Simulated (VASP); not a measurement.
# BP (F-43m) in VASP: a series of runs

BP is run at these levels: PBE; tasks: electric field gradients, density of states.

All numbers are computed with VASP 6.6.1; they aren't measurements. Logs are shortened: lines on timing, memory, paths and dates and some standing lists are left out, and cuts for length are marked.

**1. The cell of the first run**

The structure is cubic, space group F-43m (No. 216). The conventional cell has a = 4.612 Å, b = 4.612 Å, c = 4.612 Å, α = 90.00°, β = 90.00°, γ = 90.00°. Within 2.6 Å of B (site symmetry -43m) lie 4 P at 2.00 Å. P (site symmetry -43m) has 4 B at 2.00 Å within 2.6 Å.

**2. Electric field gradients, PBE (volume scaled by 1.05)**

The input, INCAR:

```
PREC = Accurate
ENCUT = 520
EDIFF = 1E-8
ISMEAR = -1
SIGMA = 0.08
LREAL = F
LASPH = T
NELM = 80
ALGO = Normal
ISIF = 2
LWAVE = F
LCHARG = F
GGA = PE
LEFG = T
NBANDS = 11
```

The input, KPOINTS:

```
Automatic mesh
0
Gamma
  12 12 12
```

The input, POSCAR:

```
BP
1.0
    0.0000000000      2.3062033336      2.3062033336
    2.3062033336      0.0000000000      2.3062033336
    2.3062033336      2.3062033336      0.0000000000
B P
1 1
Direct
    0.0000000000      0.0000000000      0.0000000000
    0.7500000000      0.7500000000      0.7500000000
```

Potentials or basis: VASP PAW PBE potentials, release 64 (B, P).

Launch:

```bash
> cat potpaw_PBE.64/B/POTCAR potpaw_PBE.64/P/POTCAR > POTCAR
> mpirun -np 1 vasp_std > vasp.out
```

OUTCAR:

```text
PREC = Accurate
   ENCUT = 520
   EDIFF = 1E-8
   ISMEAR = -1
   LREAL = F
   LASPH = T
   NELM = 80
   ISIF = 2
   GGA = PE

 ion  position               nearest neighbor table
   1  0.000  0.000  0.000-   2 2.00   2 2.00   2 2.00   2 2.00
   2  0.750  0.750  0.750-   1 2.00   1 2.00   1 2.00   1 2.00

  LATTYP: Found a face centered cubic cell.
 ALAT       =     4.6124066672

  Lattice vectors:

 A1 = (   0.0000000000,   2.3062033336,   2.3062033336)
 A2 = (   2.3062033336,   0.0000000000,   2.3062033336)
 A3 = (   2.3062033336,   2.3062033336,   0.0000000000)

Analysis of symmetry for initial positions (statically):
=====================================================================
 Subroutine PRICEL returns:
 Original cell was already a primitive cell.

 Routine SETGRP: Setting up the symmetry group for a
 face centered cubic supercell.

 Subroutine GETGRP returns: Found 24 space group operations
 (whereof 24 operations were pure point group operations)
 out of a pool of 48 trial point group operations.

The static configuration has the point symmetry T_d .

Analysis of symmetry for dynamics (positions and initial velocities):
=====================================================================
 Subroutine PRICEL returns:
 Original cell was already a primitive cell.

 Routine SETGRP: Setting up the symmetry group for a
 face centered cubic supercell.

 Subroutine GETGRP returns: Found 24 space group operations
 (whereof 24 operations were pure point group operations)
 out of a pool of 48 trial point group operations.

The dynamic configuration has the point symmetry T_d .

 Subroutine INISYM returns: Found 24 space group operations
 (whereof 24 operations are pure point group operations),
 and found     1 'primitive' translations

----------------------------------------------------------------------------------------

                                     Primitive cell

  volume of cell :      24.5314

  direct lattice vectors                    reciprocal lattice vectors
     0.000000000  2.306203334  2.306203334    -0.216806555  0.216806555  0.216806555
     2.306203334  0.000000000  2.306203334     0.216806555 -0.216806555  0.216806555
     2.306203334  2.306203334  0.000000000     0.216806555  0.216806555 -0.216806555

  length of vectors
     3.261464032  3.261464032  3.261464032     0.375519969  0.375519969  0.375519969

  position of ions in fractional coordinates (direct lattice)
     0.000000000  0.000000000  0.000000000
     0.750000000  0.750000000  0.750000000

  ion indices of the primitive-cell ions
   primitive index   ion index
                 1           1
                 2           2

----------------------------------------------------------------------------------------

 KPOINTS: Automatic mesh

Automatic generation of k-mesh.
 Grid dimensions read from file:
 generate k-points for:   12   12   12

 Generating k-lattice:

  Cartesian coordinates                     Fractional coordinates (reciprocal lattice)
    -0.018067213  0.018067213  0.018067213     0.083333333  0.000000000  0.000000000
     0.018067213 -0.018067213  0.018067213     0.000000000  0.083333333  0.000000000
     0.018067213  0.018067213 -0.018067213     0.000000000  0.000000000  0.083333333

  Length of vectors
     0.031293331  0.031293331  0.031293331

  Shift w.r.t. Gamma in fractional coordinates (k-lattice)
     0.000000000  0.000000000  0.000000000

 Subroutine IBZKPT returns following result:
 ===========================================

 Found     72 irreducible k-points:

 Following reciprocal coordinates:
            Coordinates               Weight
  0.000000  0.000000  0.000000      1.000000
  0.083333  0.000000  0.000000      8.000000
  0.166667  0.000000  0.000000      8.000000
  0.250000  0.000000  0.000000      8.000000
  0.333333  0.000000  0.000000      8.000000
  0.416667  0.000000  0.000000      8.000000
[... 16 lines left out ...]
  0.500000  0.166667  0.000000     24.000000
 -0.416667  0.166667  0.000000     24.000000
 [... further k-points ...]
   k-points           NKPTS =     72   k-points in BZ     NKDIM =     72   number of bands    NBANDS=     11
   number of dos      NEDOS =    301   number of ions     NIONS =      2
   total plane-waves  NPLWV =  13824
   dimension x,y,z NGX =    24 NGY =   24 NGZ =   24
   dimension x,y,z NGXF=    48 NGYF=   48 NGZF=   48
   ions per type =               1   1
   NGX,Y,Z   is equivalent  to a cutoff of  12.23, 12.23, 12.23 a.u.
   NGXF,Y,Z  is equivalent  to a cutoff of  24.47, 24.47, 24.47 a.u.
 SYSTEM =  unknown system
   PREC   = accura    normal or accurate (medium, high low for compatibility)
   ISTART =      0    job   : 0-new  1-cont  2-samecut
   ICHARG =      2    charge: 1-file 2-atom 10-const
   ISPIN  =      1    spin polarized calculation?
   LNONCOLLINEAR =      F non collinear calculations
   LSORBIT =      F    spin-orbit coupling
   LASPH  =      T    aspherical Exc in radial PAW
   ENCUT  =  520.0 eV  38.22 Ry    6.18 a.u.   6.06  6.06  6.06*2*pi/ulx,y,z
   NELM   =     80;   NELMIN=  2; NELMDL= -5     # of ELM steps
   EDIFF  = 0.1E-07   stopping-criterion for ELM
   LREAL  =      F    real-space projection
   EDIFFG = 0.1E-06   stopping-criterion for IOM
   NSW    =      0    number of steps for IOM
   IBRION =     -1    ionic relax: 0-MD 1-quasi-New 2-CG
   NFREE  =      0    steps in history (QN), initial steepest desc. (CG)
   ISIF   =      2    stress and relaxation
   ISYM   =      2    0-nonsym 1-usesym 2-fastsym
   POTIM  = 0.5000    time-step for ionic-motion
   TEBEG  =    0.0;   TEEND  =   0.0 temperature during run
   PSTRESS=    0.0 pullay stress
   NELECT =       8.0000    total number of electrons
   NUPDOWN=      -1.0000    fix difference up-down
   EMIN   =  10.00;   EMAX   =-10.00  energy-range for DOS
   EFERMI =   0.00;   METHOD = LEGACY
   ISMEAR =    -1;   SIGMA  =   0.08  broadening in eV -4-tet -1-fermi 0-gaus
   EFERMI_NEDOS =   21; number of points for ismear=-14 and -15
   IALGO  =     38    algorithm
   IMIX   =      4    mixing-type and parameters
     AMIX     =   0.40;   BMIX     =  1.00
     AMIX_MAG =   1.60;   BMIX_MAG =  1.00
  volume/ion in A,a.u.               =      12.27        82.77
  Fermi-wavevector in a.u.,A,eV,Ry     =   1.126844  2.129427 17.276379  1.269778
  Thomas-Fermi vector in A             =   2.263528
   LORBIT       =      0    0 simple, 1 ext, 2 COOP (PROOUT), +10 PAW based schemes
   GGA     = PE    functional components
   LHFCALC =     F    Hartree Fock is set to
   AEXX    =    0.0000 exact exchange contribution
   IVDW    =     0    specifies the selected vdW correction
   LEPSILON=     F    determine dielectric tensor
   LRPA    =     F    only Hartree local field effects (RPA)
 non-spin polarized calculation
  energy-cutoff  :      520.00
  volume of cell :       24.53
 maximum number of plane-waves:       684
   NGX = 13   NGY = 13   NGZ = 13

 number of electron       7.9999999 magnetization

 Free energy of the ion-electron system (eV)
  ---------------------------------------------------
  ext. energy  EPLUGINS =         0.00000000
  ---------------------------------------------------
  free energy    TOTEN  =       -12.90993496 eV

  energy without entropy =      -12.90993117  energy(sigma->0) =      -12.90993307

 E-fermi :   7.4988     XC(G=0): -10.6983

 val. band max:        6.8648451867   @ k =   0.0000   0.0000   0.0000
 cond. band min:       8.1694164177   @ k =   0.4167   0.4167   0.0000
 fundamental gap:      1.3045712310
 Fermi energy:         7.4987880324

 k-point     1 :       0.0000    0.0000    0.0000
  band No.  band energies     occupation
      1      -8.1665      2.00000
      2       6.8648      1.99928
      3       6.8648      1.99928
      4       6.8648      1.99928
      5      10.1984      0.00000
      6      10.1984      0.00000
      7      10.1984      0.00000
      8      13.5081      0.00000
      9      18.0593      0.00000
     10      18.8581      0.00000
     11      18.8581      0.00000

 k-point     2 :       0.0833    0.0000    0.0000
  band No.  band energies     occupation
      1      -8.0463      2.00000
      2       5.9282      2.00000
      3       6.6606      1.99994
      4       6.6606      1.99994
      5      10.4808      0.00000
      6      10.4808      0.00000
      7      10.5151      0.00000
      8      13.9104      0.00000
      9      18.3566      0.00000
     10      18.3566      0.00000
     11      18.4480      0.00000
[... 295 lines left out ...]
 k-point    24 :      -0.4167    0.1667    0.0000
  band No.  band energies     occupation
      1      -4.7100      2.00000
      2      -1.4004      2.00000
      3       3.0936      2.00000
      4       4.6419      2.00000
      5      10.3768      0.00000
      6      12.8800      0.00000
      7      12.9079      0.00000
      8      16.9448      0.00000
      9      18.5228      0.00000
     10      19.4493      0.00000
     11      22.6081      0.00000

 [... further k-points ...]
[... 5 lines left out ...]
  --------------------------------------------------------------------------------------
  -------------------------------------------------------------------------------------
  Total       -0.9890273     -0.9890273     -0.9890273      0.0000000      0.0000000      0.0000000
  in kB      -64.5945791    -64.5945791    -64.5945791      0.0000000      0.0000000      0.0000000
  external PRESSURE =     -64.5945791 kB  Pullay stress =       0.0000000 kB

 VOLUME and BASIS-vectors are now :
 -----------------------------------------------------------------------------
  energy-cutoff  :      520.00
  volume of cell :       24.53
      direct lattice vectors                 reciprocal lattice vectors
     0.000000000  2.306203334  2.306203334    -0.216806555  0.216806555  0.216806555
     2.306203334  0.000000000  2.306203334     0.216806555 -0.216806555  0.216806555
     2.306203334  2.306203334  0.000000000     0.216806555  0.216806555 -0.216806555

 POSITION                                       TOTAL-FORCE (eV/Angst)
 -----------------------------------------------------------------------------------
      0.00000      0.00000      0.00000        -0.000000     -0.000000     -0.000000
      3.45931      3.45931      3.45931         0.000000      0.000000      0.000000
 -----------------------------------------------------------------------------------
    total drift:                               -0.000000     -0.000000     -0.000000

  FREE ENERGIE OF THE ION-ELECTRON SYSTEM (eV)
  ---------------------------------------------------
  free  energy   TOTEN  =       -12.9099349617 eV

  energy  without entropy=      -12.9099311706  energy(sigma->0) =      -12.90993307

 Electric field gradients (V/A^2)
---------------------------------------------------------------------
 ion       V_xx      V_yy      V_zz      V_xy      V_xz      V_yz
---------------------------------------------------------------------
   1      -0.000    -0.000     0.000     0.000     0.000     0.000
   2      -0.000     0.000    -0.000     0.000     0.000     0.000
---------------------------------------------------------------------

 Electric field gradients after diagonalization (V/A^2)
 (convention: |V_zz| > |V_xx| > |V_yy|)
----------------------------------------------------------------------
 ion       V_xx      V_yy      V_zz     asymmetry (V_yy - V_xx)/ V_zz
----------------------------------------------------------------------
   1      -0.000    -0.000     0.000       0.000
   2      -0.000    -0.000     0.000       0.000
----------------------------------------------------------------------

           NMR quadrupolar parameters

 Cq : quadrupolar parameter    Cq=e*Q*V_zz/h
 eta: asymmetry parameters     (V_yy - V_xx)/ V_zz
 Q  : nuclear electric quadrupole moment in mb (millibarn)
----------------------------------------------------------------------
 ion       Cq(MHz)       eta       Q (mb)
----------------------------------------------------------------------
   1       0.000       0.000       1.000
   2       0.000       0.000       1.000
----------------------------------------------------------------------
```

Run time: 40 s. Hardware: 1 thread of AMD EPYC 7R13, shared host; peak memory 0.12 GiB.

Results:

| Item | Value |
| --- | --- |
| Free energy | -12.9099 eV |
| Pressure | -6.5 GPa |
| Band gap on the k mesh | 1.30 eV, indirect (least direct gap 3.33 eV) |

Caveat: without QUAD_EFG the Cq values of the log hold for a quadrupole moment of 1 mb, not for the nuclei. A k mesh can miss the band edges.

(Part 1 of 2 ends here.)
